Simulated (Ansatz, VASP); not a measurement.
One calculation of Ti, two programs

```
Ti
1.0
     2.90017    0.00000    0.00000
    -1.45008    2.51162    0.00000
     0.00000    0.00000    4.58887
Ti
2
Direct
  0.33333 0.66667 0.25000
  0.66667 0.33333 0.75000
```

Alike in both runs: functional PBEsol; k mesh 18 × 18 × 10; occupations gaussian, width 0.1 eV; no spin polarisation.

Ansatz relaxed the structure, and its values are those at the end. VASP's run is a single point on that final structure, the one shown.

```csv
,VASP,Ansatz
version,VASP 6.6.1,Ansatz 0.2.0
potentials or method,"VASP PAW PBE potentials, release 64 (Ti_sv), cutoff 520 eV","scalar-relativistic, plane waves, PAW"
valence electrons in the cell,24,24
```

```tsv
	VASP	Ansatz	Ansatz less VASP
gap on the k mesh at the Fermi level (eV)	none	none	-
pressure (GPa)	-0.3	0.1	+0.37
```

VASP's potentials were made for PBE, not for PBEsol. A gap of «none» marks a metal or a gap that the smearing closes.
